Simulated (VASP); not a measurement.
# Si2Ni (Fm-3m) in VASP: density of states with PBE

Aim: the density of states of Si2Ni with PBE.

All numbers are computed with VASP 6.6.1; they aren't measurements. Logs are shortened: lines on timing, memory, paths and dates and some standing lists are left out, and cuts for length are marked.

### 1 The cell of the first run

The structure is cubic, space group Fm-3m (No. 225). The conventional cell has a = 5.406 Å, b = 5.406 Å, c = 5.406 Å, α = 90.00°, β = 90.00°, γ = 90.00°. Within 3.1 Å of Si (site symmetry -43m) lie 4 Ni at 2.34 Å and 6 Si at 2.70 Å. Within 3.1 Å of Ni (site symmetry m-3m) lie 8 Si at 2.34 Å.

### 2 Density of states, PBE, collinear spin, zero start

Contents of POSCAR:

```
Si2Ni
1.0
    0.0000000000      2.7030000000      2.7030000000
    2.7030000000      0.0000000000      2.7030000000
    2.7030000000      2.7030000000      0.0000000000
Si Ni
2 1
Direct
    0.2500000000      0.2500000000      0.2500000000
    0.7500000000      0.7500000000      0.7500000000
    0.0000000000      0.0000000000      0.0000000000
```

Contents of INCAR.step1:

```
  ALGO = Normal
  EDIFF = 1E-6
  ENCUT = 520
  GGA = PE
  ISIF = 2
  ISMEAR = 0
  ISPIN = 2
  LASPH = True
  LCHARG = True
  LMAXMIX = 4
  LREAL = False
  LWAVE = False
  MAGMOM = 0 0 0
  NBANDS = 20
  NELM = 150
  PREC = Accurate
  SIGMA = 0.05
```

Contents of KPOINTS.step1:

```
k-points
0
Gamma
  12 12 12
```

Contents of INCAR.step2:

```
  ALGO = Normal
  EDIFF = 1E-6
  ENCUT = 520
  GGA = PE
  ICHARG = 11
  ISIF = 2
  ISMEAR = -5
  ISPIN = 2
  LASPH = True
  LCHARG = False
  LMAXMIX = 4
  LORBIT = 11
  LREAL = False
  LWAVE = False
  MAGMOM = 0 0 0
  NEDOS = 1001
  NELM = 150
  PREC = Accurate
  SIGMA = 0.05
```

Contents of KPOINTS.step2:

```
k-points
0
Gamma
  18 18 18
```

Potentials or basis: VASP PAW PBE potentials, release 64 (Si, Ni).

Command:

```sh
cat potpaw_PBE.64/Si/POTCAR potpaw_PBE.64/Ni/POTCAR > POTCAR
cp INCAR.step1 INCAR
cp KPOINTS.step1 KPOINTS
mpirun -np 1 vasp_std > vasp.out
cp INCAR.step2 INCAR
cp KPOINTS.step2 KPOINTS
mpirun -np 1 vasp_std > vasp.out
```

OUTCAR:

```text
EDIFF = 1E-6
   ENCUT = 520
   GGA = PE
   ICHARG = 11
   ISIF = 2
   ISMEAR = -5
   ISPIN = 2
   LASPH = True
   LORBIT = 11
   LREAL = False
   NELM = 150
   PREC = Accurate

 ion  position               nearest neighbor table
   1  0.250  0.250  0.250-   3 2.34   3 2.34   3 2.34   3 2.34   2 2.70   2 2.70   2 2.70   2 2.70
                             2 2.70   2 2.70
   2  0.750  0.750  0.750-   3 2.34   3 2.34   3 2.34   3 2.34   1 2.70   1 2.70   1 2.70   1 2.70
                             1 2.70   1 2.70
   3  0.000  0.000  0.000-   2 2.34   1 2.34   2 2.34   1 2.34   2 2.34   2 2.34   1 2.34   1 2.34

  LATTYP: Found a face centered cubic cell.
 ALAT       =     5.4060000000

  Lattice vectors:

 A1 = (   0.0000000000,   2.7030000000,   2.7030000000)
 A2 = (   2.7030000000,   0.0000000000,   2.7030000000)
 A3 = (   2.7030000000,   2.7030000000,   0.0000000000)

Analysis of symmetry for initial positions (statically):
=====================================================================
 Subroutine PRICEL returns:
 Original cell was already a primitive cell.

 Routine SETGRP: Setting up the symmetry group for a
 face centered cubic supercell.

 Subroutine GETGRP returns: Found 48 space group operations
 (whereof 48 operations were pure point group operations)
 out of a pool of 48 trial point group operations.

The static configuration has the point symmetry O_h .

Analysis of symmetry for dynamics (positions and initial velocities):
=====================================================================
 Subroutine PRICEL returns:
 Original cell was already a primitive cell.

 Routine SETGRP: Setting up the symmetry group for a
 face centered cubic supercell.

 Subroutine GETGRP returns: Found 48 space group operations
 (whereof 48 operations were pure point group operations)
 out of a pool of 48 trial point group operations.

The dynamic configuration has the point symmetry O_h .

Analysis of structural, dynamic, and magnetic symmetry:
=====================================================================
 Subroutine PRICEL returns:
 Original cell was already a primitive cell.

 Routine SETGRP: Setting up the symmetry group for a
 face centered cubic supercell.

 Subroutine GETGRP returns: Found 48 space group operations
 (whereof 48 operations were pure point group operations)
 out of a pool of 48 trial point group operations.

The overall configuration has the point symmetry O_h .

 Subroutine INISYM returns: Found 48 space group operations
 (whereof 48 operations are pure point group operations),
 and found     1 'primitive' translations

----------------------------------------------------------------------------------------

                                     Primitive cell

  volume of cell :      39.4974

  direct lattice vectors                    reciprocal lattice vectors
     0.000000000  2.703000000  2.703000000    -0.184979652  0.184979652  0.184979652
     2.703000000  0.000000000  2.703000000     0.184979652 -0.184979652  0.184979652
     2.703000000  2.703000000  0.000000000     0.184979652  0.184979652 -0.184979652

  length of vectors
     3.822619259  3.822619259  3.822619259     0.320394156  0.320394156  0.320394156

  position of ions in fractional coordinates (direct lattice)
     0.250000000  0.250000000  0.250000000
     0.750000000  0.750000000  0.750000000
     0.000000000  0.000000000  0.000000000

  ion indices of the primitive-cell ions
   primitive index   ion index
                 1           1
                 2           2
                 3           3

----------------------------------------------------------------------------------------

 KPOINTS: k-points

Automatic generation of k-mesh.
 Grid dimensions read from file:
 generate k-points for:   18   18   18

 Generating k-lattice:

  Cartesian coordinates                     Fractional coordinates (reciprocal lattice)
    -0.010276647  0.010276647  0.010276647     0.055555556  0.000000000  0.000000000
     0.010276647 -0.010276647  0.010276647     0.000000000  0.055555556  0.000000000
[... 44 lines left out ...]
   total plane-waves  NPLWV =  21952
   dimension x,y,z NGX =    28 NGY =   28 NGZ =   28
   dimension x,y,z NGXF=    56 NGYF=   56 NGZF=   56
   ions per type =               2   1
   NGX,Y,Z   is equivalent  to a cutoff of  12.18, 12.18, 12.18 a.u.
   NGXF,Y,Z  is equivalent  to a cutoff of  24.35, 24.35, 24.35 a.u.
 SYSTEM =  unknown system
   PREC   = accura    normal or accurate (medium, high low for compatibility)
   ISTART =      0    job   : 0-new  1-cont  2-samecut
   ICHARG =     11    charge: 1-file 2-atom 10-const
   ISPIN  =      2    spin polarized calculation?
   LNONCOLLINEAR =      F non collinear calculations
   LSORBIT =      F    spin-orbit coupling
   LASPH  =      T    aspherical Exc in radial PAW
   ENCUT  =  520.0 eV  38.22 Ry    6.18 a.u.   7.11  7.11  7.11*2*pi/ulx,y,z
   NELM   =    150;   NELMIN=  2; NELMDL=  0     # of ELM steps
   EDIFF  = 0.1E-05   stopping-criterion for ELM
   LREAL  =      F    real-space projection
   EDIFFG = 0.1E-04   stopping-criterion for IOM
   NSW    =      0    number of steps for IOM
   IBRION =     -1    ionic relax: 0-MD 1-quasi-New 2-CG
   NFREE  =      0    steps in history (QN), initial steepest desc. (CG)
   ISIF   =      2    stress and relaxation
   ISYM   =      2    0-nonsym 1-usesym 2-fastsym
   POTIM  = 0.5000    time-step for ionic-motion
   TEBEG  =    0.0;   TEEND  =   0.0 temperature during run
   PSTRESS=    0.0 pullay stress
   NELECT =      18.0000    total number of electrons
   NUPDOWN=      -1.0000    fix difference up-down
   EMIN   =  10.00;   EMAX   =-10.00  energy-range for DOS
   EFERMI =   0.00;   METHOD = LEGACY
   ISMEAR =    -5;   SIGMA  =   0.05  broadening in eV -4-tet -1-fermi 0-gaus
   EFERMI_NEDOS =   21; number of points for ismear=-14 and -15
   IALGO  =     38    algorithm
   IMIX   =      4    mixing-type and parameters
     AMIX     =   0.40;   BMIX     =  1.00
     AMIX_MAG =   1.60;   BMIX_MAG =  1.00
  volume/ion in A,a.u.               =      13.17        88.85
  Fermi-wavevector in a.u.,A,eV,Ry     =   1.259823  2.380721 21.594550  1.587155
  Thomas-Fermi vector in A             =   2.393364
   LORBIT       =     11    0 simple, 1 ext, 2 COOP (PROOUT), +10 PAW based schemes
   GGA     = PE    functional components
   LHFCALC =     F    Hartree Fock is set to
   AEXX    =    0.0000 exact exchange contribution
   IVDW    =     0    specifies the selected vdW correction
   LEPSILON=     F    determine dielectric tensor
   LRPA    =     F    only Hartree local field effects (RPA)
 spin polarized calculation
 Fermi weights with tetrahedron method with Bloechl corrections
  energy-cutoff  :      520.00
  volume of cell :       39.50
 maximum number of plane-waves:      1090

 number of electron      17.9999999 magnetization      -0.0000035

 Free energy of the ion-electron system (eV)
  ---------------------------------------------------
  ext. energy  EPLUGINS =         0.00000000
  ---------------------------------------------------
  free energy    TOTEN  =       -17.36015244 eV

  energy without entropy =      -17.36015244  energy(sigma->0) =      -17.36015244

 E-fermi :  10.4593     XC(G=0): -11.5866

 val. band max:       10.5510205741   @ k =   0.1667   0.0556   0.0000
 cond. band min:      10.4115059227   @ k =   0.1667   0.1111   0.0000
 fundamental gap:     -0.1395146514
 Fermi energy:        10.4593176709

 spin component 1

 k-point     1 :       0.0000    0.0000    0.0000
  band No.  band energies     occupation
      1      -3.3994      1.00000
      2       5.2509      1.00000
      3       5.2509      1.00000
      4       5.2509      1.00000
      5       6.9429      1.00000
      6       6.9429      1.00000
      7      10.1512      1.00000
      8      12.1517      0.00000
      9      12.1517      0.00000
     10      12.1517      0.00000
     11      12.7378      0.00000
     12      12.7378      0.00000
     13      12.7378      0.00000
[... 356 lines left out ...]
      2       3.6633      1.00000
      3       5.3852      1.00000
      4       5.5503      1.00000
      5       6.7619      1.00000
      6       6.9423      1.00000
      7       8.0812      1.00000
      8       9.6943      1.00341
      9      10.7796     -0.01209
     10      11.7408      0.00000
     11      12.5812      0.00000
     12      13.0370      0.00000
     13      14.4916      0.00000

 [... further k-points ...]

 spin component 2

 k-point     1 :       0.0000    0.0000    0.0000
  band No.  band energies     occupation
      1      -3.3994      1.00000
      2       5.2509      1.00000
      3       5.2509      1.00000
      4       5.2509      1.00000
      5       6.9429      1.00000
      6       6.9429      1.00000
      7      10.1512      1.00000
      8      12.1517      0.00000
      9      12.1517      0.00000
     10      12.1517      0.00000
     11      12.7378      0.00000
     12      12.7378      0.00000
     13      12.7378      0.00000
[... 356 lines left out ...]
      2       3.6633      1.00000
      3       5.3852      1.00000
      4       5.5503      1.00000
      5       6.7619      1.00000
      6       6.9423      1.00000
      7       8.0812      1.00000
      8       9.6943      1.00341
      9      10.7796     -0.01209
     10      11.7408      0.00000
     11      12.5812      0.00000
     12      13.0370      0.00000
     13      14.4916      0.00000

 [... further k-points ...]
[... 5 lines left out ...]
  --------------------------------------------------------------------------------------
  -------------------------------------------------------------------------------------
  Total        0.5717218      0.5717218      0.5717218      0.0000000      0.0000000     -0.0000000
  in kB       23.1914109     23.1914109     23.1914109      0.0000000      0.0000000     -0.0000000
  external PRESSURE =      23.1914109 kB  Pullay stress =       0.0000000 kB

 VOLUME and BASIS-vectors are now :
 -----------------------------------------------------------------------------
  energy-cutoff  :      520.00
  volume of cell :       39.50
      direct lattice vectors                 reciprocal lattice vectors
     0.000000000  2.703000000  2.703000000    -0.184979652  0.184979652  0.184979652
     2.703000000  0.000000000  2.703000000     0.184979652 -0.184979652  0.184979652
     2.703000000  2.703000000  0.000000000     0.184979652  0.184979652 -0.184979652

 POSITION                                       TOTAL-FORCE (eV/Angst)
 -----------------------------------------------------------------------------------
      1.35150      1.35150      1.35150        -0.000000      0.000000     -0.000000
      4.05450      4.05450      4.05450         0.000000     -0.000000      0.000000
      0.00000      0.00000      0.00000         0.000000      0.000000      0.000000
 -----------------------------------------------------------------------------------
    total drift:                               -0.000000     -0.000000      0.000000

  FREE ENERGIE OF THE ION-ELECTRON SYSTEM (eV)
  ---------------------------------------------------
  free  energy   TOTEN  =       -17.3601524376 eV

  energy  without entropy=      -17.3601524376  energy(sigma->0) =      -17.36015244

 total charge

# of ion       s       p       d       tot
------------------------------------------
    1        0.740   0.846   0.000   1.586
    2        0.740   0.846   0.000   1.586
    3        0.559   0.801   8.446   9.807
--------------------------------------------------
tot          2.039   2.493   8.446  12.978

 magnetization (x)

# of ion       s       p       d       tot
------------------------------------------
    1       -0.000  -0.000   0.000  -0.000
    2       -0.000  -0.000   0.000  -0.000
    3        0.000   0.000  -0.000  -0.000
--------------------------------------------------
tot         -0.000  -0.000  -0.000  -0.000
```

It took 4 min on 1 thread of AMD EPYC 7R43 (Zen 3), shared host; peak memory 0.25 GiB.

What came out:

```yaml
Net_moment: 0.00 μB per cell
Valence_electrons_inside_the_program's_atomic_spheres: Si 1.59; Ni 9.81
```

Levels at points of the mesh, in eV from the Fermi level:
Spin up:
```tsv
k point	band 7	band 8	band 9	band 10	band 11	band 12
(0.00, 0.00, 0.00)	-0.31	1.69	1.69	1.69	2.28	2.28
(0.50, 0.00, 0.00)	-3.33	-1.45	-1.45	1.78	1.80	1.80
(0.50, 0.50, 0.00)	-3.60	-3.44	-3.11	-0.43	1.41	7.73
```
Spin down:
```csv
k point,band 6,band 7,band 8,band 9,band 10,band 11,band 12,band 13
"(0.00, 0.00, 0.00)",-3.52,-0.31,1.69,1.69,1.69,2.28,2.28,2.28
"(0.50, 0.00, 0.00)",-3.33,-3.33,-1.45,-1.45,1.78,1.80,1.80,2.60
"(0.50, 0.50, 0.00)",-3.60,-3.60,-3.44,-3.11,-0.43,1.41,7.73,8.30
```

Caveat: tetrahedron occupations give inexact forces and stress in metals.
